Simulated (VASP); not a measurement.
## Al3GaAs4: relaxation of cell and atoms with PBE

Al3GaAs4:

```
CELL_PARAMETERS angstrom
4.05525 0.00000 0.00000
0.00000 8.10950 0.00000
0.00000 0.00000 5.72949
ATOMIC_POSITIONS crystal
Al 0.00000 0.00000 0.00035
Al 0.50000 0.24973 0.50001
Al 0.50000 0.75027 0.50001
Ga 0.00000 0.50000 0.99984
As 0.00000 0.75080 0.74913
As 0.50000 0.00000 0.24988
As 0.00000 0.24920 0.74913
As 0.50000 0.50000 0.25164
```

```json
{
 "Program": "VASP 6.6.1",
 "Task": "relaxation of cell and atoms",
 "Functional": "PBE",
 "Potentials or basis": "VASP PAW PBE potentials, release 64 (Al, Ga_d, As)",
 "Cutoff": "600 eV",
 "k mesh": "8 × 4 × 6",
 "Occupations": "gaussian, width 0.02 eV",
 "Spin": "no spin polarisation",
 "Dipole correction": "no",
 "Further INCAR settings": "ALGO = Normal; EDIFF = 1e-07; IBRION = 2; EDIFFG = -0.01; NSW = 100; ISIF = 3"
}
```

```yaml
Relaxed_volume: 23.63 Å³/atom
Relaxed_cell: a = 4.060 Å, b = 8.118 Å, c = 5.736 Å, α = 90.00°, β = 90.00°, γ = 90.00°
Space_group_after_relaxing_to_0.1_Å: Pmm2 (No. 25)
Energy_gained_by_relaxing: 0.0 meV/atom
Ionic_steps: 2
Pressure_after_relaxing: -0.1 GPa
Largest_force_after_relaxing: 0.003 eV/Å
Band_gap_on_the_k_mesh: 1.28 eV
```

Forces in eV/Å, atoms in the order of the input:
```
Al   0.000  0.000  0.000
Al   0.000  0.000  0.000
Al   0.000  0.000  0.000
Ga   0.000  0.000  0.000
As   0.000  0.002 -0.002
As   0.000  0.000  0.000
As   0.000 -0.002 -0.002
As   0.000  0.000  0.003
```

The path:
```csv
step,energy change (eV),largest force (eV/Å),pressure (GPa),volume (Å³)
1,0.0000,0.0045,0.15,188.42
2,-0.0002,0.0030,-0.06,189.04
```

Final structure:
```
Al Ga As
1.0
     4.05959    0.00000    0.00000
     0.00000    8.11813    0.00000
     0.00000    0.00000    5.73597
Al Ga As
3 1 4
Direct
  0.00000 0.00000 0.00035
  0.50000 0.24974 0.50001
  0.50000 0.75026 0.50001
  0.00000 0.50000 0.99984
  0.00000 0.75080 0.74911
  0.50000 0.00000 0.24988
  0.00000 0.24920 0.74911
  0.50000 0.50000 0.25168
```

Levels at points of the mesh, in eV from the valence-band top:
```
           k point  band 19  band 20  band 21  band 22  band 23  band 24
(0.00, 0.00, 0.00)    -0.01     0.00     0.00     1.28     1.52     2.16
(0.50, 0.00, 0.00)    -2.19    -0.96    -0.92     1.51     1.51     1.79
(0.00, 0.50, 0.00)    -1.04    -0.27    -0.11     2.14     2.18     2.77
(0.50, 0.50, 0.00)    -2.04    -2.04    -2.03     2.62     2.71     2.87
(0.00, 0.00, 0.50)    -0.88    -0.84    -0.82     1.36     1.95     2.40
(0.50, 0.00, 0.50)    -0.89    -0.84    -0.83     1.45     1.95     4.34
(0.00, 0.50, 0.50)    -1.18    -1.17    -1.01     2.29     2.82     2.88
(0.50, 0.50, 0.50)    -1.58    -1.54    -1.52     2.98     3.47     3.51
```

Run time: 9.4 min on 1 thread of Oxide Virtual Turin-like Processor, with other jobs on the host, peak memory 0.55 GiB.

A k mesh can miss the band edges.
